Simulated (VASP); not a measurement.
Write the native input for VASP 6.6.1 that does the following.

- Task: single point
- Functional: PBEsol
- Potentials or basis: VASP PAW PBE potentials, release 64 (W_sv, Se)
- Cutoff: 520 eV
- k mesh: 12 × 12 × 2
- Occupations: gaussian, width 0.05 eV
- Spin: no spin polarisation
- Dipole correction: no
- Further INCAR settings: ALGO = Normal; EDIFF = 1e-06; NBANDS = 20

The structure of WSe2 lies in POSCAR:

```
WSe2
1.0
    3.2702526784      0.0000000000      0.0000000000
   -1.6351263392      2.8321218963      0.0000000000
    0.0000000000      0.0000000000     16.6612169706
W Se
1 2
Direct
    0.0000000000      0.0000000000      0.0000000000
    0.3234225443      0.6468450886      0.0974141641
    0.3333333333      0.6666666667      0.8996007279
```

This cell differs from its parent crystal: atom 2 (Se) moved +0.075 Å towards its neighbour atom 1 (W) at 2.523 Å.

The input as run:

INCAR

```
SYSTEM = WSe2
PREC = Accurate
ENCUT = 520
EDIFF = 1E-6
ISMEAR = 0
SIGMA = 0.05
LREAL = .FALSE.
LASPH = .TRUE.
NELM = 80
ALGO = Normal
ISIF = 2
LWAVE = .FALSE.
LCHARG = .FALSE.
GGA = PS
NBANDS = 20
```

KPOINTS

```
Automatic mesh
0
G
  12 12 2
  0 0 0
```

Potentials or basis: VASP PAW PBE potentials, release 64 (W_sv, Se).

Command:

```bash
$ cat potpaw_PBE.64/W_sv/POTCAR potpaw_PBE.64/Se/POTCAR > POTCAR
$ mpirun -np 1 vasp_std > vasp.out
```

It gave:

```json
{
  "Largest force": "1.142 eV/Å",
  "Band gap on the k mesh": "1.63 eV"
}
```

Caveat: the cell differs from its parent crystal (atom 2 (Se) moved +0.075 Å towards its neighbour atom 1 (W) at 2.523 Å); there is no dipole correction, which matters where the two faces differ; the PAW data sets were made with another functional, which shifts forces and pressure a little; spin-orbit coupling is left out, which moves the levels of the heavy elements.

Run time: 8.3 min on 1 thread of Intel Xeon 8259CL, on a shared host, peak memory 0.43 GiB.
